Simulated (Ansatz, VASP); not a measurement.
**One calculation of WCS, two programs**

```
CELL_PARAMETERS angstrom
6.34528 0.00791 0.00000
-1.58287 2.74199 0.00000
0.00000 0.00000 29.36471
ATOMIC_POSITIONS crystal
W 0.99974 0.99968 0.29954
W 0.49969 0.99973 0.29955
C 0.16739 0.66738 0.33071
C 0.66740 0.66747 0.33069
S 0.16624 0.66619 0.24343
S 0.66621 0.66622 0.24344
```

Change from the starting cell: cell x2, atoms moved at random (sigma 0.1 Å) and cell strained at random (1.5 %), then relaxed without symmetry.

Alike in both runs: functional PBE; k mesh 6 × 6 × 1; occupations gaussian, width 0.1 eV; no spin polarisation.

Ansatz relaxed the structure, and its values are those at the end. VASP's run is a single point on that final structure, the one shown.

```csv
,VASP,Ansatz
version,VASP 6.6.1,Ansatz 0.2.0
potentials or method,"VASP PAW PBE potentials, release 64 (W_sv, C, S), cutoff 520 eV","scalar-relativistic, plane waves, PAW"
valence electrons in the cell,48,48
```

|  | VASP | Ansatz | Ansatz less VASP |
| --- | --- | --- | --- |
| gap on the k mesh at the Fermi level (eV) | 0.59 | 0.59 | -0.001 |
| least direct gap on the mesh (eV) | 0.61 | 0.61 | -0.001 |
| rms of the force components (eV/Å) | 0.026 | 0.002 | -0.0246 |

Spin-orbit coupling is off throughout.
